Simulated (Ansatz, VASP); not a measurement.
# CsH: VASP beside Ansatz

```
Cs H
1.0
     3.86866    0.00000    0.00000
     0.00000    3.86866    0.00000
     0.00000    0.00000    3.86866
Cs H
1 1
Direct
  0.00000 0.00000 0.00000
  0.50000 0.50000 0.50000
```

Change from the starting cell: volume scaled by 1.04, crystal datasets.

Alike in both runs: task electric field gradients; functional r2SCAN; k mesh 8 × 8 × 8; occupations fermi-dirac, width 0.01 eV; no spin polarisation.

```csv
,VASP,Ansatz
version,VASP 6.6.1,Ansatz 0.2.0
potentials or method,"VASP PAW PBE potentials, release 64 (Cs_sv, H), cutoff 520 eV","all-electron PAW with datasets made for the crystal, scalar-relativistic"
```

```tsv
	VASP	Ansatz	Ansatz less VASP
gap on the k mesh at the Fermi level (eV)	3.11	3.15	+0.033
pressure (GPa)	-0.5	-0.5	-0.04
```

VASP's potentials were made for PBE, not for r2SCAN. Ansatz ran all-electron here, and VASP with PAW potentials.

Neither program's run includes spin-orbit coupling.
